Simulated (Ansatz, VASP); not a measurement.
## One calculation of CdSe, two programs

The input INCAR:

```
SYSTEM = CdSe
PREC = Accurate
ENCUT = 520
EDIFF = 1E-6
ISMEAR = 0
SIGMA = 0.01
LREAL = .False.
LASPH = .True.
NELM = 80
ALGO = Normal
ISIF = 2
LWAVE = .False.
LCHARG = .False.
GGA = PE
NBANDS = 16
```

The input KPOINTS:

```
Automatic mesh
0
Gamma
  4 4 4
  0 0 0
```

File POSCAR:

```
CdSe
1.0
    4.3420190000      0.0000000000      0.0000000000
    2.1710095000      3.7602987577      0.0000000000
    2.1710095000      1.2534329192      3.5452436678
Cd Se
1 1
Direct
    0.0000000000      0.0000000000      0.0000000000
    0.7500000000      0.7500000000      0.7500000000
```

Input for Ansatz:

```yaml
crystal:
  lattice:
    a: 4.342019
    b: 4.342019
    c: 4.342019
    alpha: 60.0
    beta: 60.0
    gamma: 60.0
  atoms:
    - { symbol: Cd, position: [0.0, 0.0, 0.0] }
    - { symbol: Se, position: [0.75, 0.75, 0.75] }
basis:
  ecutwfc: 476.19925930478996
kpoints:
  mp_grid:
    grid: [4, 4, 4]
hamiltonian:
  xc: pbe
scf:
  occupations:
    method: fixed
output:
  eigenvalues: true
```

Alike in both runs: task single point; functional PBE; k mesh 4 × 4 × 4; no spin polarisation.

|  | VASP | Ansatz |
| --- | --- | --- |
| version | VASP 6.6.1 | Ansatz 0.2.0 |
| potentials or method | VASP PAW PBE potentials, release 64 (Cd, Se), cutoff 520 eV | plane waves, PAW |
| occupations | gaussian, width 0.01 eV | fixed |
| valence electrons in the cell | 18 | 36 |

|  | VASP | Ansatz | Ansatz less VASP |
| --- | --- | --- | --- |
| gap on the k mesh at the Fermi level (eV) | 0.53 | 0.54 | +0.001 |

VASP's potentials hold 18 valence electrons a cell and Ansatz's 36, so a difference there can come from the potentials and not from the codes.

The k mesh is coarse, so the values compare programs but aren't converged.
